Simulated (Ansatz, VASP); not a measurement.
# N: VASP beside Ansatz

INCAR

```
ALGO = Normal ; EDIFF = 1E-8
ENCUT = 520 ; GGA = PS
ISIF = 2 ; ISMEAR = -1
LASPH = T ; LCHARG = F
LEFG = T ; LREAL = F
LWAVE = F ; NBANDS = 18
NELM = 80 ; PREC = Accurate
SIGMA = 0.02
```

The input KPOINTS:

```
k-points
0
Gamma
  4 4 4
```

The input POSCAR:

```
N
1.0
    5.6490000000      0.0000000000      0.0000000000
    0.0000000000      5.6490000000      0.0000000000
    0.0000000000      0.0000000000      5.6490000000
N
4
Direct
    0.0300000000      0.0300000000      0.0300000000
    0.4700000000      0.9700000000      0.5300000000
    0.5300000000      0.4700000000      0.9700000000
    0.9700000000      0.5300000000      0.4700000000
```

Input for Ansatz:

```yaml
crystal:
  lattice:
    - [5.649, 0.0, 0.0]
    - [0.0, 5.649, 0.0]
    - [0.0, 0.0, 5.649]
  atoms:
    - { symbol: "N", position: [0.03, 0.03, 0.03] }
    - { symbol: "N", position: [0.47, 0.97, 0.53] }
    - { symbol: "N", position: [0.53, 0.47, 0.97] }
    - { symbol: "N", position: [0.97, 0.53, 0.47] }
kpoints:
  mp_grid: { grid: [4, 4, 4] }
  band_path:
    path:
      - [0.0, 0.0, 0.0]
      - [0.0, 0.5, 0.0]
      - [0.5, 0.5, 0.0]
      - [0.0, 0.0, 0.0]
      - [0.5, 0.5, 0.5]
      - [0.0, 0.5, 0.0]
      - [0.5, 0.5, 0.5]
      - [0.5, 0.5, 0.0]
      - [0.5, 0.0, 0.0]
    npoints: 14
scf:
  occupations: { method: fermi_dirac, width: 0.02 }
hamiltonian:
  xc: pbesol
  pseudopotentials: { kind: paw }
output:
  forces: true
  stress: true
  eigenvalues: true
  efg: { contact_densities: true }
  populations: true
  bader: true
  dos: { projected: true, de: 0.2, e_range: [-14, 8] }
  write_density: true
  write_potential: true
  elf: true
  volumetric_format: npy
```

Alike in both runs: task electric field gradients; functional PBEsol; k mesh 4 × 4 × 4; occupations fermi-dirac, width 0.02 eV; no spin polarisation.

```csv
,VASP,Ansatz
version,VASP 6.6.1,Ansatz 0.2.0
potentials or method,"VASP PAW PBE potentials, release 64 (N)","PAW with Ansatz's default frozen-core files, scalar-relativistic"
plane-wave cutoff (eV),520,420
valence electrons in the cell,20,20
```

Ansatz gave:

| Quantity | Value |
| --- | --- |
| pressure (GPa) | -4.1 |
| rms of the force components (eV/Å) | 0.228 |
| size of Vzz on the site where it differs most (V/Å²) | 6.0 |

Task: What did VASP give for the same quantities?

Result: Pressure (GPa): -4.1; rms of the force components (eV/Å): 0.226; size of Vzz on the site where it differs most (V/Å²): 6.1.

VASP's potentials were made for PBE, not for PBEsol. Atom by atom the forces differ by 0.001 eV/Å (rms over components). With one functional, cell and mesh, what is left measures potentials, basis and numerics.
